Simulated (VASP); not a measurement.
Wanted: the native input for a VASP 6.6.1 run.

| Property | Result |
| --- | --- |
| Task | single point |
| Functional | PBE |
| Dispersion | D3(BJ) |
| Potentials or basis | VASP PAW PBE potentials, release 64 (Se) |
| Cutoff | 520 eV |
| k mesh | 12 × 12 × 8 |
| Occupations | gaussian, width 0.05 eV |
| Spin | no spin polarisation |
| Dipole correction | no |
| Further INCAR settings | ALGO = Normal; EDIFF = 1e-06; NBANDS = 16 |

The structure of Se lies in POSCAR:

```
Se
1.0
    4.1230188933      0.0000000000      0.0000000000
   -2.0615094467      3.5706391019      0.0000000000
    0.0000000000      0.0000000000      4.9921512761
Se
3
Direct
    0.2473450691      0.0000000000      0.3333333333
    0.0000000000      0.2473450691      0.6666666667
    0.7526549309      0.7526549309      0.0000000000
```

These files were run (other wordings do the same):

INCAR

```
SYSTEM = Se
ALGO     = Normal         ! electronic algorithm
EDIFF    = 1E-6           ! SCF threshold, eV
ENCUT    = 520            ! plane-wave cutoff, eV
GGA      = PE             ! functional
ISIF     = 2              ! what is computed and relaxed
ISMEAR   = 0              ! smearing method
IVDW     = 12             ! dispersion correction
LASPH    = .TRUE.         ! aspherical terms in the spheres
LCHARG   = .FALSE.        ! write CHGCAR
LREAL    = .FALSE.        ! projectors in reciprocal space
LWAVE    = .FALSE.        ! write WAVECAR
NBANDS   = 16             ! bands
NELM     = 80             ! most SCF steps
PREC     = Accurate       ! precision mode
SIGMA    = 0.05           ! smearing width, eV
```

KPOINTS

```
k-points
0
G
  12 12 8
  0 0 0
```

Potentials or basis: VASP PAW PBE potentials, release 64 (Se).

Launch:

```sh
$ cat potpaw_PBE.64/Se/POTCAR > POTCAR
$ mpirun -np 1 vasp_std > vasp.out
```

Results of the run:

- Pressure: 0.9 GPa
- Largest force: 0.052 eV/Å
- Band gap on the k mesh: 0.72 eV (least direct gap 0.84 eV)
- Dispersion energy per atom: -0.356 eV

It took 110 s on 1 thread of Intel Xeon 8259CL, with other jobs on the host, peak memory 0.28 GiB.
